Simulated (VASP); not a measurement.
Write the native input for VASP 6.6.1 that does the following.

| Item | Value |
| --- | --- |
| Task | relaxation of the atoms |
| Functional | r2SCAN |
| Potentials or basis | VASP PAW PBE potentials, release 64 (B, P) |
| Cutoff | 520 eV |
| k mesh | 10 × 10 × 10 |
| Occupations | fermi-dirac, width 0.02 eV |
| Spin | no spin polarisation |
| Dipole correction | no |
| Further INCAR settings | ALGO = Normal; EDIFF = 1e-06; IBRION = 2; EDIFFG = -0.01; NSW = 50 |

Crystal: BP.

```
B P
1.0
     0.00000    2.29803    2.29803
     2.29803    0.00000    2.29803
     2.29803    2.29803    0.00000
B P
1 1
Direct
  0.00000 0.00000 0.00000
  0.25000 0.25000 0.25000
```

One way to write it, as run:

POSCAR

```
BP
1.0
    0.0000000000      2.2980309100      2.2980309100
    2.2980309100      0.0000000000      2.2980309100
    2.2980309100      2.2980309100      0.0000000000
B P
1 1
Direct
    0.0000000000      0.0000000000      0.0000000000
    0.2500000000      0.2500000000      0.2500000000
```

INCAR.step1

```
SYSTEM = BP
ALGO     = Normal         ! electronic algorithm
EDIFF    = 1E-4           ! SCF threshold, eV
ENCUT    = 520            ! plane-wave cutoff, eV
GGA      = PE             ! functional
ISMEAR   = -1             ! smearing method
LASPH    = .TRUE.         ! aspherical terms in the spheres
LCHARG   = .FALSE.        ! write CHGCAR
LREAL    = .FALSE.        ! projectors in reciprocal space
LWAVE    = .TRUE.         ! write WAVECAR
NELM     = 80             ! most SCF steps
PREC     = Accurate       ! precision mode
SIGMA    = 0.02           ! smearing width, eV
```

INCAR.step2

```
SYSTEM = BP
ALGO     = Normal         ! electronic algorithm
EDIFF    = 1E-6           ! SCF threshold, eV
EDIFFG   = -0.01          ! ionic threshold
ENCUT    = 520            ! plane-wave cutoff, eV
IBRION   = 2              ! ionic algorithm
ISIF     = 2              ! what is computed and relaxed
ISMEAR   = -1             ! smearing method
ISTART   = 1            
LASPH    = .TRUE.         ! aspherical terms in the spheres
LCHARG   = .FALSE.        ! write CHGCAR
LMIXTAU  = .TRUE.       
LREAL    = .FALSE.        ! projectors in reciprocal space
LWAVE    = .FALSE.        ! write WAVECAR
METAGGA  = R2SCAN         ! meta-GGA
NELM     = 80             ! most SCF steps
NSW      = 50             ! ionic steps
PREC     = Accurate       ! precision mode
SIGMA    = 0.02           ! smearing width, eV
```

KPOINTS

```
k-points
0
G
  10 10 10
  0 0 0
```

Potentials or basis: VASP PAW PBE potentials, release 64 (B, P).

The run is started by

```sh
$ cat potpaw_PBE.64/B/POTCAR potpaw_PBE.64/P/POTCAR > POTCAR
$ cp INCAR.step1 INCAR
$ mpirun -np 1 vasp_std > vasp.out
$ cp INCAR.step2 INCAR
$ mpirun -np 1 vasp_std > vasp.out
```

Results of the run:

```json
{
  "Pressure after relaxing": "-6.6 GPa",
  "Band gap on the k mesh": "1.50 eV (least direct gap 3.59 eV)"
}
```

Caveat: the relaxation stopped at its first step, so nothing moved; the PAW data sets were made with another functional, which shifts forces and pressure a little.

It took 42 s on 1 thread of Intel Xeon 8259CL, on a shared host, peak memory 0.14 GiB.
